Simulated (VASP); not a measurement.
Ag, 1 atom in the cell. Symmetry: Fm-3m, No. 225, cubic system. The conventional cell has a = 4.003 Å, b = 4.003 Å, c = 4.003 Å, α = 90.00°, β = 90.00°, γ = 90.00°. Ag (site symmetry m-3m) has 12 Ag at 2.83 Å within 3.7 Å.  This cell differs from its parent crystal: volume scaled by 0.9405.

- Program: VASP 6.6.1
- Task: single point
- Functional: LDA
- Potentials or basis: VASP PAW LDA potentials, release 64 (Ag)
- Cutoff: 520 eV
- k mesh: 15 × 15 × 15
- Occupations: fermi-dirac, width 0.05 eV
- Spin: no spin polarisation
- Dipole correction: no
- Further INCAR settings: ALGO = Normal; EDIFF = 1e-06; NBANDS = 12

Potentials or basis: VASP PAW LDA potentials, release 64 (Ag).

Command:

```bash
$ cat potpaw_LDA.64/Ag/POTCAR > POTCAR
$ mpirun -np 1 vasp_std > vasp.out
```

Hardware: 1 thread of Intel Xeon 8259CL (shared host).

Q: Estimate the wall time of this run.

A: Run time: 22 s on 1 thread of Intel Xeon 8259CL, on a shared host, peak memory 0.14 GiB. Counts: scf iterations 11, k points 120.
